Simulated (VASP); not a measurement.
# Eu (Im-3m) in VASP: further runs

Eu is run at these levels: r2SCAN; tasks: single point.

Everything below comes from runs of VASP 6.6.1. Logs are shortened: lines on timing, memory, paths and dates and some standing lists are left out, and cuts for length are marked.

## (1) The cell of the first run

It takes space group Im-3m (No. 229, cubic). Conventional cell: a = 4.455 Å, b = 4.455 Å, c = 4.455 Å, α = 90.00°, β = 90.00°, γ = 90.00°. Eu (site symmetry m-3m) has 14 Eu at 3.86 to 4.45 Å within 5.1 Å.

## (2) Single point, r2SCAN, collinear spin, ferromagnetic start

Input file POSCAR:

```
Eu
1.0
   -2.2274745855      2.2274745855      2.2274745855
    2.2274745855     -2.2274745855      2.2274745855
    2.2274745855      2.2274745855     -2.2274745855
Eu
1
Direct
    0.0000000000      0.0000000000      0.0000000000
```

Input file INCAR.step1:

```
ALGO = Normal
EDIFF = 1E-4
ENCUT = 520
GGA = PE
ISMEAR = -1
ISPIN = 2
LASPH = T
LCHARG = F
LMAXMIX = 6
LREAL = F
LWAVE = T
MAGMOM = 7.31
NBANDS = 18
NELM = 150
PREC = Accurate
SIGMA = 0.05
```

Input file INCAR.step2:

```
ALGO = Normal
EDIFF = 1E-6
ENCUT = 520
ISIF = 2
ISMEAR = -1
ISPIN = 2
ISTART = 1
LASPH = T
LCHARG = F
LMAXMIX = 6
LMIXTAU = T
LORBIT = 11
LREAL = F
LWAVE = F
MAGMOM = 7.31
METAGGA = R2SCAN
NBANDS = 18
NELM = 150
PREC = Accurate
SIGMA = 0.05
```

Input file KPOINTS:

```
k-points
0
Gamma
  14 14 14
```

Potentials or basis: VASP PAW PBE potentials, release 64 (Eu).

Started as:

```bash
$ cat potpaw_PBE.64/Eu/POTCAR > POTCAR
$ cp INCAR.step1 INCAR
$ mpirun -np 1 vasp_std > vasp.out
$ cp INCAR.step2 INCAR
$ mpirun -np 1 vasp_std > vasp.out
```

OUTCAR:

```text
EDIFF = 1E-6
   ENCUT = 520
   ISIF = 2
   ISMEAR = -1
   ISPIN = 2
   ISTART = 1
   LASPH = T
   LORBIT = 11
   LREAL = F
   METAGGA = R2SCAN
   NELM = 150
   PREC = Accurate

 ion  position               nearest neighbor table
   1  0.000  0.000  0.000-

  LATTYP: Found a body centered cubic cell.
 ALAT       =     4.4549491710

  Lattice vectors:

 A1 = (  -2.2274745855,   2.2274745855,   2.2274745855)
 A2 = (   2.2274745855,  -2.2274745855,   2.2274745855)
 A3 = (   2.2274745855,   2.2274745855,  -2.2274745855)

Analysis of symmetry for initial positions (statically):
=====================================================================
 Subroutine PRICEL returns:
 Original cell was already a primitive cell.

 Routine SETGRP: Setting up the symmetry group for a
 body centered cubic supercell.

 Subroutine GETGRP returns: Found 48 space group operations
 (whereof 48 operations were pure point group operations)
 out of a pool of 48 trial point group operations.

The static configuration has the point symmetry O_h .

Analysis of symmetry for dynamics (positions and initial velocities):
=====================================================================
 Subroutine PRICEL returns:
 Original cell was already a primitive cell.

 Routine SETGRP: Setting up the symmetry group for a
 body centered cubic supercell.

 Subroutine GETGRP returns: Found 48 space group operations
 (whereof 48 operations were pure point group operations)
 out of a pool of 48 trial point group operations.

The dynamic configuration has the point symmetry O_h .

Analysis of structural, dynamic, and magnetic symmetry:
=====================================================================
 Subroutine PRICEL returns:
 Original cell was already a primitive cell.

 Routine SETGRP: Setting up the symmetry group for a
 body centered cubic supercell.

 Subroutine GETGRP returns: Found 48 space group operations
 (whereof 48 operations were pure point group operations)
 out of a pool of 48 trial point group operations.

The overall configuration has the point symmetry O_h .

 Subroutine INISYM returns: Found 48 space group operations
 (whereof 48 operations are pure point group operations),
 and found     1 'primitive' translations

----------------------------------------------------------------------------------------

                                     Primitive cell

  volume of cell :      44.2077

  direct lattice vectors                    reciprocal lattice vectors
[... 101 lines left out ...]
   EFERMI_NEDOS =   21; number of points for ismear=-14 and -15
   IALGO  =     38    algorithm
   IMIX   =      4    mixing-type and parameters
     AMIX     =   0.40;   BMIX     =  1.00
     AMIX_MAG =   1.60;   BMIX_MAG =  1.00
  volume/ion in A,a.u.               =      44.21       298.33
  Fermi-wavevector in a.u.,A,eV,Ry     =   1.190488  2.249696 19.283018  1.417262
  Thomas-Fermi vector in A             =   2.326572
   LORBIT       =     11    0 simple, 1 ext, 2 COOP (PROOUT), +10 PAW based schemes
   METAGGA = R2SCAN    functional components
   LHFCALC =     F    Hartree Fock is set to
   AEXX    =    0.0000 exact exchange contribution
   IVDW    =     0    specifies the selected vdW correction
   LEPSILON=     F    determine dielectric tensor
   LRPA    =     F    only Hartree local field effects (RPA)
 spin polarized calculation
  energy-cutoff  :      520.00
  volume of cell :       44.21
 maximum number of plane-waves:      1208
 NGX is ok and might be reduce to    30
   NGX = 15   NGY = 15   NGZ = 15

 number of electron      16.9999996 magnetization       7.7791971

 Free energy of the ion-electron system (eV)
  ---------------------------------------------------
  ext. energy  EPLUGINS =         0.00000000
  ---------------------------------------------------
  free energy    TOTEN  =       -39.66835657 eV

  energy without entropy =      -39.65401116  energy(sigma->0) =      -39.66118387

 E-fermi :   1.9499     XC(G=0):  -9.0667

 val. band max:        1.9461008371   @ k =   0.2857   0.2143   0.1429
 cond. band min:       1.9581120243   @ k =  -0.3571  -0.3571   0.0714
 fundamental gap:      0.0120111872
 Fermi energy:         1.9498780258

 spin component 1

 k-point     1 :       0.0000    0.0000    0.0000
  band No.  band energies     occupation
      1     -41.2346      1.00000
      2     -19.2209      1.00000
      3     -19.2209      1.00000
      4     -19.2209      1.00000
      5      -2.9121      1.00000
      6       1.3240      1.00000
[... 493 lines left out ...]
     17       7.4121      0.00000
     18       8.9358      0.00000

 [... further k-points ...]

 spin component 2

 k-point     1 :       0.0000    0.0000    0.0000
  band No.  band energies     occupation
      1     -37.4624      1.00000
      2     -16.4868      1.00000
      3     -16.4868      1.00000
      4     -16.4868      1.00000
      5      -1.2105      1.00000
      6       5.1797      0.00000
[... 493 lines left out ...]
     17       9.4753      0.00000
     18      10.7466      0.00000

 [... further k-points ...]

------------------------ aborting loop because EDIFF is reached ----------------------------------------

  FORCE on cell =-STRESS in cart. coord.  units (eV):
  Direction    XX          YY          ZZ          XY          YZ          ZX
  --------------------------------------------------------------------------------------
  -------------------------------------------------------------------------------------
  Total       -0.1097229     -0.1097229     -0.1097229     -0.0000000     -0.0000000      0.0000000
  in kB       -3.9765799     -3.9765799     -3.9765799     -0.0000000     -0.0000000      0.0000000
  external PRESSURE =      -3.9765799 kB  Pullay stress =       0.0000000 kB

 VOLUME and BASIS-vectors are now :
 -----------------------------------------------------------------------------
  energy-cutoff  :      520.00
  volume of cell :       44.21
      direct lattice vectors                 reciprocal lattice vectors
    -2.227474585  2.227474585  2.227474585     0.000000000  0.224469452  0.224469452
     2.227474585 -2.227474585  2.227474585     0.224469452  0.000000000  0.224469452
     2.227474585  2.227474585 -2.227474585     0.224469452  0.224469452  0.000000000

 POSITION                                       TOTAL-FORCE (eV/Angst)
 -----------------------------------------------------------------------------------
      0.00000      0.00000      0.00000        -0.000000     -0.000000      0.000000
 -----------------------------------------------------------------------------------
    total drift:                               -0.000000     -0.000000      0.000000

  FREE ENERGIE OF THE ION-ELECTRON SYSTEM (eV)
  ---------------------------------------------------
  free  energy   TOTEN  =       -39.6683565732 eV

  energy  without entropy=      -39.6540111569  energy(sigma->0) =      -39.66118387

 total charge

# of ion       s       p       d       f       tot
--------------------------------------------------
    1        2.080   5.764   0.268   6.679  14.791

 magnetization (x)

# of ion       s       p       d       f       tot
--------------------------------------------------
    1       -0.010  -0.149   0.192   6.678   6.711
```

It took 14 min on 1 thread of Intel Xeon Platinum 8259CL at 2.50GHz (Skylake/Cascade Lake), shared host; peak memory 0.3 GiB.

Results:

* Free energy: -39.6684 eV
* Pressure: -0.4 GPa
* Net moment: 7.78 μB per cell
* Site moments: Eu +6.71 μB
* Valence electrons inside the program's atomic spheres: Eu 14.79

Levels at points of the mesh, in eV from the Fermi level:
Spin up:
```csv
k point,band 9,band 10,band 11,band 12,band 13,band 14,band 15,band 16
"(0.00, 0.00, 0.00)",-0.53,-0.53,-0.53,-0.50,1.98,1.98,1.98,3.50
"(0.50, 0.00, 0.00)",-0.53,-0.52,-0.50,-0.48,0.30,0.49,3.48,4.17
"(0.50, 0.50, 0.50)",-0.64,-0.64,-0.43,-0.43,-0.43,4.81,4.81,4.81
```
Spin down:
```tsv
k point	band 1	band 2	band 3	band 4	band 5	band 6	band 7	band 8	band 9	band 10
(0.00, 0.00, 0.00)	-39.41	-18.44	-18.44	-18.44	-3.16	3.23	3.23	3.23	5.14	5.14
(0.50, 0.00, 0.00)	-39.37	-18.92	-18.59	-18.44	-0.48	1.73	1.91	5.01	5.18	5.65
(0.50, 0.50, 0.50)	-39.34	-18.78	-18.78	-18.78	0.15	0.15	5.03	5.03	5.03	5.58
```

Caveat: the PAW data sets were made with another functional, which shifts forces and pressure a little; spin-orbit coupling is left out, which moves the levels of the heavy elements. The state reached can hang on the start; a lower one may exist.

(Part 1 of 2 ends here.)
